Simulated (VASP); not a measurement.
# Fe (P6_3/mmc) in VASP: notebook, part 2 of 2

VASP 6.6.1.

### 3 Relaxation of cell and atoms, PBEsol+D3(BJ), collinear spin, ferromagnetic start

INCAR

```
PREC = Accurate
ENCUT = 600
EDIFF = 1E-6
ISMEAR = -1
SIGMA = 0.05
LREAL = F
LASPH = T
NELM = 150
ALGO = Fast
ISIF = 3
LWAVE = F
LCHARG = F
ISPIN = 2
MAGMOM = 3 3
LORBIT = 11
LMAXMIX = 4
GGA = PS
IVDW = 12
IBRION = 2
NSW = 60
EDIFFG = -0.01
```

KPOINTS

```
Automatic mesh
0
Gamma
  12 12 7
```

POSCAR

```
Fe
1.0
    2.4341575853      0.0000000000      0.0000000000
   -1.2170787927      2.1080423057      0.0000000000
    0.0000000000      0.0000000000      3.8419344700
Fe
2
Direct
    0.6666666667      0.3333333333      0.7500000000
    0.3333333333      0.6666666667      0.2500000000
```

Potentials or basis: VASP PAW PBE potentials, release 64 (Fe).

On the command line:

```console
> cat potpaw_PBE.64/Fe/POTCAR > POTCAR
> mpirun -np 1 vasp_std > vasp.out
```

Wall time 2.5 min (1 thread of Intel Xeon Platinum 8375C at 2.90GHz (Ice Lake), shared host); peak memory 0.19 GiB.

Results (log left out):

```
Free energy                                           : -18.6615 eV
Relaxed volume                                        : 9.60 Å³/atom
Relaxed cell                                          : a = 2.410 Å, b = 2.410 Å, c = 3.819 Å, α = 90.00°, β = 90.00°, γ = 120.00°
Space group after relaxing (to 0.05 Å)                : P6_3/mmc (No. 194)
Energy gained by relaxing                             : 6.8 meV/atom
Ionic steps                                           : 6
Pressure after relaxing                               : 0.1 GPa
Band gap on the k mesh                                : zero (filled and empty bands overlap)
Net moment                                            : 0.00 μB per cell
Valence electrons inside the program's atomic spheres : Fe 7.68
Dispersion energy per atom                            : -0.393 eV
```

Step by step:
```
step  energy change (eV)  largest force (eV/Å)  pressure (GPa)  volume (Å³)
   1              0.0000                0.0000           -8.29        19.71
   2              0.0372                0.0000           18.60        18.29
   3             -0.0135                0.0000           -0.19        19.22
   4             -0.0135                0.0000            0.31        19.20
   5             -0.0136                0.0000            0.20        19.20
   6             -0.0136                0.0000            0.06        19.20
```

Final structure:
```
CELL_PARAMETERS angstrom
2.40967 0.00000 0.00000
-1.20483 2.08683 0.00000
0.00000 0.00000 3.81900
ATOMIC_POSITIONS crystal
Fe 0.66667 0.33333 0.75000
Fe 0.33333 0.66667 0.25000
```

Levels at points of the mesh, in eV from the Fermi level:
Spin up:
```csv
k point,band 4,band 5,band 6,band 7,band 8,band 9,band 10,band 11,band 12,band 13
"(0.00, 0.00, 0.00)",-1.83,-1.71,-1.33,-1.33,-0.93,-0.93,0.47,0.76,0.76,9.31
"(0.50, 0.00, 0.00)",-2.21,-2.15,-1.69,-1.20,0.88,1.13,1.16,2.86,5.15,11.76
```
Spin down:
```tsv
k point	band 5	band 6	band 7	band 8	band 9	band 10	band 11	band 12
(0.00, 0.00, 0.00)	-1.71	-1.33	-1.33	-0.93	-0.93	0.47	0.76	0.76
(0.50, 0.00, 0.00)	-2.15	-1.69	-1.20	0.88	1.13	1.16	2.86	5.15
```

Caveat: the starting moments collapsed, and a magnetic state may lie lower; the PAW data sets were made with another functional, which shifts forces and pressure a little; pairwise dispersion overbinds metals, which lowers pressure and volume.

### 4 Single point, PBEsol, collinear spin, ferromagnetic start

This run uses another cell than the first one, of 9.08 Å³/atom, 0.922 times its volume.

INCAR

```
PREC = Accurate
ENCUT = 600
EDIFF = 1E-6
ISMEAR = -1
SIGMA = 0.05
LREAL = F
LASPH = T
NELM = 200
ALGO = Normal
ISIF = 2
LWAVE = F
LCHARG = F
ISPIN = 2
MAGMOM = 3 3
LORBIT = 11
LMAXMIX = 4
GGA = PS
NBANDS = 19
GGA_COMPAT = F
```

KPOINTS

```
regular mesh
0
Gamma
  12 12 7
```

POSCAR

```
Fe
1.0
    2.3367912819      0.0000000000      0.0000000000
   -1.1683956410      2.0237206135      0.0000000000
    0.0000000000      0.0000000000      3.8419344700
Fe
2
Direct
    0.6666666667      0.3333333333      0.7500000000
    0.3333333333      0.6666666667      0.2500000000
```

On the command line:

```console
> cat potpaw_PBE.64/Fe/POTCAR > POTCAR
> mpirun -np 1 vasp_std > vasp.out
```

Run time: 2.8 min. Hardware: 1 thread of AMD EPYC 7R13, shared host; peak memory 0.14 GiB.

The run converged. Its results:

* Free energy: -17.7343 eV
* Pressure: 29.1 GPa
* Band gap on the k mesh: zero (filled and empty bands overlap)
* Net moment: 0.00 μB per cell
* Valence electrons inside the program's atomic spheres: Fe 7.84

Stress tensor (GPa, compression positive):
```
36.22  0.00  0.00
 0.00 36.22  0.00
 0.00  0.00 14.86
```

Levels at points of the mesh, in eV from the Fermi level:
Spin up:
| k point | band 5 | band 6 | band 7 | band 8 | band 9 | band 10 | band 11 | band 12 |
| --- | --- | --- | --- | --- | --- | --- | --- | --- |
| (0.00, 0.00, 0.00) | -1.97 | -1.48 | -1.48 | -0.80 | -0.80 | -0.01 | 0.82 | 0.82 |
| (0.50, 0.00, 0.00) | -2.12 | -1.99 | -1.44 | 1.11 | 1.16 | 1.32 | 3.15 | 5.62 |
Spin down:
```csv
k point,band 4,band 5,band 6,band 7,band 8,band 9,band 10,band 11,band 12,band 13
"(0.00, 0.00, 0.00)",-1.97,-1.97,-1.48,-1.48,-0.80,-0.80,0.00,0.82,0.82,9.37
"(0.50, 0.00, 0.00)",-2.16,-2.12,-1.99,-1.44,1.11,1.16,1.32,3.15,5.62,11.99
```

Caveat: the starting moments collapsed, and a magnetic state may lie lower; the PAW data sets were made with another functional, which shifts forces and pressure a little.

### 5 Single point, PBEsol, collinear spin, ferromagnetic start

This run uses another cell than the first one, of 9.47 Å³/atom, 0.960 times its volume.

INCAR

```
SYSTEM = Fe
  PREC = Accurate
  ENCUT = 600
  EDIFF = 1E-6
  ISMEAR = -1
  SIGMA = 0.05
  LREAL = .FALSE.
  LASPH = .TRUE.
  NELM = 200
  ALGO = Normal
  ISIF = 2
  LWAVE = .FALSE.
  LCHARG = .FALSE.
  ISPIN = 2
  MAGMOM = 3 3
  LORBIT = 11
  LMAXMIX = 4
  GGA = PS
  NBANDS = 19
  GGA_COMPAT = .FALSE.
```

KPOINTS

```
regular mesh
0
G
  12 12 7
  0 0 0
```

POSCAR

```
Fe
1.0
    2.3854744336      0.0000000000      0.0000000000
   -1.1927372168      2.0658814596      0.0000000000
    0.0000000000      0.0000000000      3.8419344700
Fe
2
Direct
    0.6666666667      0.3333333333      0.7500000000
    0.3333333333      0.6666666667      0.2500000000
```

On the command line:

```console
> cat potpaw_PBE.64/Fe/POTCAR > POTCAR
> mpirun -np 1 vasp_std > vasp.out
```

It took 2.8 min on 1 thread of AMD EPYC 7R13, shared host; peak memory 0.15 GiB.

The run converged. Its results:

```yaml
Free_energy: -17.8540 eV
Pressure: 11.9 GPa
Band_gap_on_the_k_mesh: zero (filled and empty bands overlap)
Net_moment: 0.00 μB per cell
Valence_electrons_inside_the_program's_atomic_spheres: Fe 7.72
```

Stress tensor (GPa, compression positive):
```
14.65  0.00  0.00
 0.00 14.65  0.00
 0.00  0.00  6.28
```

Levels at points of the mesh, in eV from the Fermi level:
Spin up:
| k point | band 5 | band 6 | band 7 | band 8 | band 9 | band 10 | band 11 | band 12 |
| --- | --- | --- | --- | --- | --- | --- | --- | --- |
| (0.00, 0.00, 0.00) | -1.86 | -1.37 | -1.37 | -0.87 | -0.87 | 0.26 | 0.77 | 0.77 |
| (0.50, 0.00, 0.00) | -2.11 | -1.80 | -1.29 | 0.96 | 1.14 | 1.19 | 2.95 | 5.28 |
Spin down:
```
           k point  band 6  band 7  band 8  band 9  band 10  band 11
(0.00, 0.00, 0.00)   -1.37   -1.37   -0.87   -0.87     0.26     0.77
(0.50, 0.00, 0.00)   -1.80   -1.29    0.96    1.14     1.19     2.95
```

Caveat: the starting moments collapsed, and a magnetic state may lie lower; the PAW data sets were made with another functional, which shifts forces and pressure a little.

### 6 Single point, PBEsol, collinear spin, ferromagnetic start

This run uses another cell than the first one, of 10.26 Å³/atom, 1.040 times its volume.

INCAR

```
SYSTEM = Fe
PREC = Accurate
ENCUT = 600
EDIFF = 1E-6
ISMEAR = -1
SIGMA = 0.05
LREAL = .False.
LASPH = .True.
NELM = 200
ALGO = Normal
ISIF = 2
LWAVE = .False.
LCHARG = .False.
ISPIN = 2
MAGMOM = 3 3
LORBIT = 11
LMAXMIX = 4
GGA = PS
NBANDS = 19
GGA_COMPAT = .False.
```

KPOINTS

```
Automatic mesh
0
Gamma
  12 12 7
  0 0 0
```

POSCAR

```
Fe
1.0
    2.4828407370      0.0000000000      0.0000000000
   -1.2414203686      2.1502031518      0.0000000000
    0.0000000000      0.0000000000      3.8419344700
Fe
2
Direct
    0.6666666667      0.3333333333      0.7500000000
    0.3333333333      0.6666666667      0.2500000000
```

Potentials or basis: VASP PAW PBE potentials, release 64 (Fe).

On the command line:

```console
> cat potpaw_PBE.64/Fe/POTCAR > POTCAR
> mpirun -np 1 vasp_std > vasp.out
```

OUTCAR:

```text
SYSTEM = Fe
   PREC = Accurate
   ENCUT = 600
   EDIFF = 1E-6
   ISMEAR = -1
   LREAL = .False.
   LASPH = .True.
   NELM = 200
   ISIF = 2
   ISPIN = 2
   LORBIT = 11
   GGA = PS

 ion  position               nearest neighbor table
   1  0.667  0.333  0.750-   2 2.40   2 2.40   2 2.40   2 2.40   2 2.40   2 2.40
   2  0.333  0.667  0.250-   1 2.40   1 2.40   1 2.40   1 2.40   1 2.40   1 2.40

  LATTYP: Found a hexagonal cell.
 ALAT       =     2.4828407370
 C/A-ratio  =     1.5473946487

  Lattice vectors:

 A1 = (   2.4828407370,   0.0000000000,   0.0000000000)
 A2 = (  -1.2414203686,   2.1502031518,   0.0000000000)
[... 1275 lines left out ...]

 VOLUME and BASIS-vectors are now :
 -----------------------------------------------------------------------------
  energy-cutoff  :      600.00
  volume of cell :       20.51
      direct lattice vectors                 reciprocal lattice vectors
     2.482840737  0.000000000  0.000000000     0.402764456  0.232536167  0.000000000
    -1.241420369  2.150203152  0.000000000     0.000000000  0.465072335  0.000000000
     0.000000000  0.000000000  3.841934470     0.000000000  0.000000000  0.260285543

 POSITION                                       TOTAL-FORCE (eV/Angst)
 -----------------------------------------------------------------------------------
      1.24142      0.71673      2.88145         0.000000     -0.000000      0.000000
     -0.00000      1.43347      0.96048        -0.000000      0.000000      0.000000
 -----------------------------------------------------------------------------------
    total drift:                                0.000000     -0.000000     -0.000000

  FREE ENERGIE OF THE ION-ELECTRON SYSTEM (eV)
  ---------------------------------------------------
  free  energy   TOTEN  =       -17.8352041600 eV

  energy  without entropy=      -17.8143641622  energy(sigma->0) =      -17.82478416

 total charge

# of ion       s       p       d       tot
------------------------------------------
    1        0.535   0.634   6.335   7.504
    2        0.535   0.634   6.335   7.504
--------------------------------------------------
tot          1.070   1.267  12.670  15.007

 magnetization (x)

# of ion       s       p       d       tot
------------------------------------------
    1       -0.000  -0.000   0.001   0.001
    2       -0.000  -0.000   0.001   0.001
--------------------------------------------------
tot         -0.000  -0.000   0.002   0.002
```

Wall time 2.5 min (1 thread of AMD EPYC 7R13, shared host); peak memory 0.15 GiB.

Results:

- Free energy: -17.8352 eV
- Pressure: -12.9 GPa
- Band gap on the k mesh: zero (filled and empty bands overlap)
- Net moment: 0.00 μB per cell
- Valence electrons inside the program's atomic spheres: Fe 7.50

Stress tensor (GPa, compression positive):
```
-15.87   0.00   0.00
  0.00 -15.87   0.00
  0.00   0.00  -7.08
```

Levels at points of the mesh, in eV from the Fermi level:
Spin up:
| k point | band 6 | band 7 | band 8 | band 9 | band 10 | band 11 |
| --- | --- | --- | --- | --- | --- | --- |
| (0.00, 0.00, 0.00) | -1.18 | -1.18 | -0.96 | -0.96 | 0.70 | 0.70 |
| (0.50, 0.00, 0.00) | -1.45 | -1.00 | 0.72 | 0.98 | 1.10 | 2.59 |
Spin down:
```
           k point  band 6  band 7  band 8  band 9  band 10  band 11
(0.00, 0.00, 0.00)   -1.18   -1.18   -0.96   -0.96     0.70     0.70
(0.50, 0.00, 0.00)   -1.45   -1.00    0.72    0.98     1.11     2.59
```

Caveat: the starting moments collapsed, and a magnetic state may lie lower; the PAW data sets were made with another functional, which shifts forces and pressure a little.
